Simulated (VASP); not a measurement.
A run of VASP 6.6.1 is set up as follows.

Contents of POSCAR:

```
MgI2
1.0
    0.0000000000      3.6539405592      3.7557205871
    3.6539405592      0.0000000000      3.7557205871
    3.6539405592      3.6539405592      0.0000000000
Mg I
1 2
Direct
    0.0000000000      0.0000000000      0.0000000000
    0.2500000000      0.2500000000      0.2500000000
    0.7500000000      0.7500000000      0.7500000000
```

Contents of INCAR.step1:

```
ALGO = Normal ; EDIFF = 1E-5
ENCUT = 520 ; GGA = PE
ISIF = 2 ; ISMEAR = 0
LASPH = T ; LREAL = F
LWAVE = T ; NBANDS = 15
NELM = 80 ; PREC = Accurate
SIGMA = 0.01
```

The input INCAR.step2:

```
ALGO = Normal ; EDIFF = 1E-6
ENCUT = 520 ; GGA = PE
HFSCREEN = 0.2079 ; ISIF = 2
ISMEAR = 0 ; ISTART = 1
LASPH = T ; LCHARG = T
LELF = T ; LHFCALC = T
LREAL = F ; LVHAR = T
LWAVE = F ; NBANDS = 15
NELM = 80 ; PREC = Accurate
PRECFOCK = Normal ; SIGMA = 0.01
```

Contents of KPOINTS:

```
k-points
0
Gamma
  4 4 4
```

Potentials or basis: VASP PAW PBE potentials, release 64 (Mg, I).

The run is started by

```sh
$ cat potpaw_PBE.64/Mg/POTCAR potpaw_PBE.64/I/POTCAR > POTCAR
$ cp INCAR.step1 INCAR
$ mpirun -np 1 vasp_std > vasp.out
$ cp INCAR.step2 INCAR
$ mpirun -np 1 vasp_std > vasp.out
```

Problem. Estimate the pressure.

Solution. 1.3 GPa.

Problem. What does it give for the band gap on the k mesh?

Solution. 1.39 eV (least direct gap 1.51 eV).

Stress tensor (GPa, compression positive):
```
 2.22  0.00  0.00
 0.00  2.22  0.00
 0.00  0.00 -0.57
```

Caveat: the cell differs from its parent crystal (biaxial xy strain -2.7%); the structure was generated, so it needn't be the stable form of MgI2; the PAW data sets were made with another functional, which shifts forces and pressure a little; spin-orbit coupling is left out, which moves the levels of the heavy elements. A k mesh can miss the band edges.
